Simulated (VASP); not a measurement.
Hf4CuSn4, 9 atoms in the cell. It takes space group C2/m (No. 12, monoclinic). The conventional cell has a = 10.457 Å, b = 4.045 Å, c = 9.333 Å, α = 90.00°, β = 109.91°, γ = 90.00°. Hf (site symmetry m) has 7 Sn at 2.87 to 3.11 Å and 1 Cu at 3.34 Å and 6 Hf at 3.58 to 3.67 Å within 3.8 Å. Hf (site symmetry m) has 6 Sn at 2.92 to 3.03 Å and 3 Cu at 3.26 to 3.37 Å and 5 Hf at 3.55 to 3.59 Å within 3.8 Å. Cu (site symmetry 2/m) has 4 Sn at 2.56 Å and 8 Hf at 3.26 to 3.37 Å within 3.4 Å. Sn (site symmetry m) has 2 Sn at 2.60 to 2.62 Å and 7 Hf at 2.87 to 3.11 Å within 3.4 Å. Sn (site symmetry m) has 2 Cu at 2.56 Å and 2 Sn at 2.60 to 3.15 Å and 6 Hf at 2.97 to 3.03 Å within 3.4 Å. 

```yaml
Program: VASP 6.6.1
Task: single point
Functional: r2SCAN
Potentials_or_basis: VASP PAW PBE potentials, release 64 (Hf_pv, Cu, Sn_d)
Cutoff: 660 eV
k_mesh: 5 × 5 × 5
Occupations: gaussian, width 0.1239 eV
Spin: no spin polarisation
Dipole_correction: no
Further_INCAR_settings: ALGO = Normal; EDIFF = 1e-06; NBANDS = 64
```

Potentials or basis: VASP PAW PBE potentials, release 64 (Hf_pv, Cu, Sn_d).

Launch:

```sh
$ cat potpaw_PBE.64/Hf_pv/POTCAR potpaw_PBE.64/Cu/POTCAR potpaw_PBE.64/Sn_d/POTCAR > POTCAR
$ cp INCAR.step1 INCAR
$ mpirun -np 4 vasp_std > vasp.out
$ cp INCAR.step2 INCAR
$ mpirun -np 4 vasp_std > vasp.out
```

Hardware: 4 MPI ranks on Intel(R) Xeon(R) Platinum 8259CL CPU @ 2.50GHz (Skylake/Cascade Lake) (shared host).

Task: Estimate the wall time of this run.

Result: Run time: 23 min on 4 MPI ranks on Intel(R) Xeon(R) Platinum 8259CL CPU @ 2.50GHz (Skylake/Cascade Lake), on a shared host, peak memory 0.77 GiB a rank. Counts: k points 39.
